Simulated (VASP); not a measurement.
Input of a VASP 6.6.1 run:

File INCAR:

```
ALGO     = Normal         # electronic algorithm
EDIFF    = 1E-7           # SCF threshold, eV
ENCUT    = 520            # plane-wave cutoff, eV
GGA      = PE             # functional
ISIF     = 2              # what is computed and relaxed
ISMEAR   = 0              # smearing method
LASPH    = T              # aspherical terms in the spheres
LCHARG   = F              # write CHGCAR
LREAL    = F              # projectors in reciprocal space
LWAVE    = F              # write WAVECAR
NBANDS   = 12             # bands
NELM     = 80             # most SCF steps
PREC     = Accurate       # precision mode
SIGMA    = 0.02           # smearing width, eV
```

The input KPOINTS:

```
k-points
0
Gamma
  10 10 10
```

Contents of POSCAR:

```
LiF
1.0
    0.0000000000      2.2528600370      2.2528600370
    2.2528600370      0.0000000000      2.2528600370
    2.2528600370      2.2528600370      0.0000000000
Li F
1 1
Direct
    0.7500000000      0.7500000000      0.7500000000
    0.0000000000      0.0000000000      0.0000000000
```

Potentials or basis: VASP PAW PBE potentials, release 64 (Li_sv, F).

Launch:

```console
$ cat potpaw_PBE.64/Li_sv/POTCAR potpaw_PBE.64/F/POTCAR > POTCAR
$ mpirun -np 1 vasp_std > vasp.out
```

Q: Predict the band gap on the k mesh.

A: 7.16 eV, direct.

 A k mesh can miss the band edges.
